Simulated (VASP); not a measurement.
Runs of VASP 6.6.1 on MoS2. It takes space group R3m (No. 160, trigonal). Conventional cell: a = 3.175 Å, b = 3.175 Å, c = 18.582 Å, α = 90.00°, β = 90.00°, γ = 120.00°. Within 3.2 Å of Mo (site symmetry 3m) lie 6 S at 2.40 Å and 6 Mo at 3.18 Å. S (site symmetry 3m) has 3 Mo at 2.40 Å and 7 S at 3.11 to 3.18 Å within 3.2 Å. Within 3.2 Å of S (site symmetry 3m) lie 3 Mo at 2.40 Å and 7 S at 3.11 to 3.18 Å. 

```tsv
k mesh	smearing	gap on the mesh (eV)	pressure (GPa)	largest force (eV/Å)
6 × 6 × 6	gaussian 0.5 eV	1.05	1.2	0.05
6 × 6 × 6	fermi-dirac 0.05 eV	1.05	1.2	0.05
6 × 6 × 6	gaussian 0.2 eV	1.05	1.2	0.05
6 × 6 × 6, shifted	gaussian 0.01 eV	1.08	1.2	0.05
6 × 6 × 6	methfessel-paxton 0.001 eV	1.05	1.2	0.05
6 × 6 × 6	gaussian 0.01 eV	1.05	1.2	0.05
2 × 2 × 2	gaussian 0.01 eV	(a)	3.8	0.30
```

Alike in all rows: task single point; level r2SCAN; potentials or basis VASP PAW PBE potentials, release 64 (Mo_sv, S); no spin polarisation; cell as given; cutoff (eV) 520.

Problem. Estimate the missing entries.

Solution. (a) 1.46.

Caveats: some runs use coarse meshes; the PAW data sets were made with another functional, which shifts forces and pressure a little; a shifted mesh leaves out Γ, where band edges can lie (at least some runs).

A k mesh can miss the band edges, and the runs leave out spin-orbit coupling on Mo.
